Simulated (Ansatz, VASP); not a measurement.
## One calculation of InO, two programs

POSCAR

```
InO
1.0
    3.1773246972      0.0000000000      0.0000000000
   -1.5886623486      2.7516439038      0.0000000000
    0.0000000000      0.0000000000     14.6069320000
In O
2 2
Direct
    0.6666666667      0.3333333333      0.5900210000
    0.6666666667      0.3333333333      0.4099790000
    0.0000000000      0.0000000000      0.6398670000
    0.0000000000      0.0000000000      0.3601330000
```

INCAR.step1

```
ALGO = Normal ; EDIFF = 1E-4
ENCUT = 520 ; GGA = PE
ISMEAR = 0 ; LASPH = T
LCHARG = F ; LREAL = F
LWAVE = T ; NBANDS = 27
NELM = 80 ; PREC = Accurate
SIGMA = 0.05
```

INCAR.step2

```
ALGO = Normal ; EDIFF = 1E-6
ENCUT = 520 ; ISIF = 2
ISMEAR = 0 ; ISTART = 1
LASPH = T ; LCHARG = T
LELF = T ; LMIXTAU = T
LREAL = F ; LVHAR = T
LWAVE = F ; METAGGA = R2SCAN
NBANDS = 27 ; NELM = 80
PREC = Accurate ; SIGMA = 0.05
```

File KPOINTS:

```
k-points
0
Gamma
  12 12 2
```

Input for Ansatz:

```yaml
crystal:
  lattice:
    - [3.1773246972, 0.0, 0.0]
    - [-1.5886623486, 2.7516439038, 0.0]
    - [0.0, 0.0, 14.606932]
  atoms:
    - { symbol: In, position: [0.6666666667, 0.3333333333, 0.590021] }
    - { symbol: In, position: [0.6666666667, 0.3333333333, 0.409979] }
    - { symbol: O, position: [0.0, 0.0, 0.639867] }
    - { symbol: O, position: [0.0, 0.0, 0.360133] }
basis:
  ecutwfc: 500
kpoints:
  mp_grid: { grid: [12, 12, 2] }
hamiltonian:
  xc: r2scan
scf:
  occupations: { method: gaussian, width: 0.05 }
output:
  forces: true
  stress: true
  eigenvalues: true
```

Change from the starting cell: strain -0.080 along x and y, -0.080 along z, atoms carried along.

Alike in both runs: task single point; functional r2SCAN; k mesh 12 × 12 × 2; occupations gaussian, width 0.05 eV; no spin polarisation.

|  | VASP | Ansatz |
| --- | --- | --- |
| version | VASP 6.6.1 | Ansatz 0.2.0 |
| potentials or method | VASP PAW PBE potentials, release 64 (In_d, O), cutoff 520 eV | scalar-relativistic, plane waves, PAW |
| valence electrons in the cell | 38 | 38 |

```tsv
	VASP	Ansatz	Ansatz less VASP
gap on the k mesh at the Fermi level (eV)	1.10	1.06	-0.038
least direct gap on the mesh (eV)	2.48	2.47	-0.017
rms of the force components (eV/Å)	1.223	1.185	-0.0376
```

VASP's potentials were made for PBE, not for r2SCAN. Atom by atom the forces differ by 0.038 eV/Å (rms over components).
